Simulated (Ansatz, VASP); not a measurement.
**AlRu in VASP and in Ansatz**

```
CELL_PARAMETERS angstrom
2.99160 0.00000 0.00000
0.00000 2.99160 0.00000
0.00000 0.00000 2.99160
ATOMIC_POSITIONS crystal
Al 0.00000 0.98329 0.00000
Ru 0.50000 0.50000 0.50000
```

Change from the starting cell: all Al atoms moved -0.050 Å, as atom 1 along Cartesian [0 1 0].

Alike in both runs: task single point; functional PBEsol; k mesh 16 × 16 × 16; occupations gaussian, width 0.15 eV; no spin polarisation.

```csv
,VASP,Ansatz
version,VASP 6.6.1,Ansatz 0.2.0
potentials or method,"VASP PAW PBE potentials, release 64 (Al, Ru_pv), cutoff 520 eV","scalar-relativistic, plane waves, PAW"
valence electrons in the cell,17,19
```

|  | VASP | Ansatz | Ansatz less VASP |
| --- | --- | --- | --- |
| gap on the k mesh at the Fermi level (eV) | none | none | - |
| pressure (GPa) | -3.1 | -3.0 | +0.04 |
| traceless stress, the component that is largest in VASP (GPa) | -0.13 | -0.13 | +0.003 |
| rms of the force components (eV/Å) | 0.221 | 0.219 | -0.0022 |

VASP's potentials were made for PBE, not for PBEsol. Atom by atom the forces differ by 0.002 eV/Å (rms over components). A gap of «none» marks a metal or a gap that the smearing closes. VASP's potentials hold 17 valence electrons a cell and Ansatz's 19, so a difference there can come from the potentials and not from the codes.
